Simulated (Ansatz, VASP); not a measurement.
# Se: VASP beside Ansatz

Contents of INCAR:

```
SYSTEM = Se
PREC = Accurate
ENCUT = 600
EDIFF = 1E-6
ISMEAR = 0
SIGMA = 0.1
LREAL = .FALSE.
LASPH = .TRUE.
NELM = 60
ALGO = Normal
ISIF = 3
LWAVE = .FALSE.
LCHARG = .FALSE.
GGA = PE
IBRION = 2
NSW = 90
EDIFFG = -0.04
```

File KPOINTS:

```
regular mesh
0
G
  6 6 6
  0 0 0
```

Contents of POSCAR:

```
Se
1.0
    3.5344971600      0.0000000000      0.0000000000
    0.0000000000      3.5344971600      0.0000000000
    0.0000000000      0.0000000000      2.5651275100
Se
1
Direct
    0.0000000000      0.0000000000      0.0000000000
```

Input for Ansatz:

```yaml
crystal:
  lattice:
    - [3.53449716, 0.0, 0.0]
    - [0.0, 3.53449716, 0.0]
    - [0.0, 0.0, 2.56512751]
  atoms:
    - { symbol: Se, position: [0.0, 0.0, 0.0] }
basis:
  ecutwfc: 420
kpoints:
  mp_grid: { grid: [6, 6, 6] }
hamiltonian:
  xc: pbe
scf:
  occupations: { method: gaussian, width: 0.1 }
  lower_state_search: "off"
output:
  forces: true
  stress: true
  eigenvalues: true
relax:
  adjacent_minimum: "off"
  f_tol: 0.04
  max_steps: 70
  cell: { stress_tol: 0.4 }
```

Alike in both runs: task relaxation of cell and atoms; functional PBE; k mesh 6 × 6 × 6; occupations gaussian, width 0.1 eV; no spin polarisation.

|  | VASP | Ansatz |
| --- | --- | --- |
| version | VASP 6.6.1 | Ansatz 0.2.0 |
| potentials or method | VASP PAW PBE potentials, release 64 (Se), cutoff 600 eV | scalar-relativistic, plane waves, PAW |
| valence electrons in the cell | 6 | 16 |

|  | VASP | Ansatz | Ansatz less VASP |
| --- | --- | --- | --- |
| gap on the k mesh at the Fermi level, each at its own relaxed structure (eV) | none | none | - |
| relaxed volume (Å³/atom) | 23.95 | 23.94 | -0.007 |
| relaxed cell length with the largest relative difference (Å) | 2.503 | 2.501 | -0.0017 |

A gap of «none» marks a metal or a gap that the smearing closes. VASP's potentials hold 6 valence electrons a cell and Ansatz's 16, so a difference there can come from the potentials and not from the codes.

The k mesh is coarse, so the values compare programs but aren't converged. Noted on VASP's run: the volume moved by over 15 % at a fixed basis, so the end points are rough.
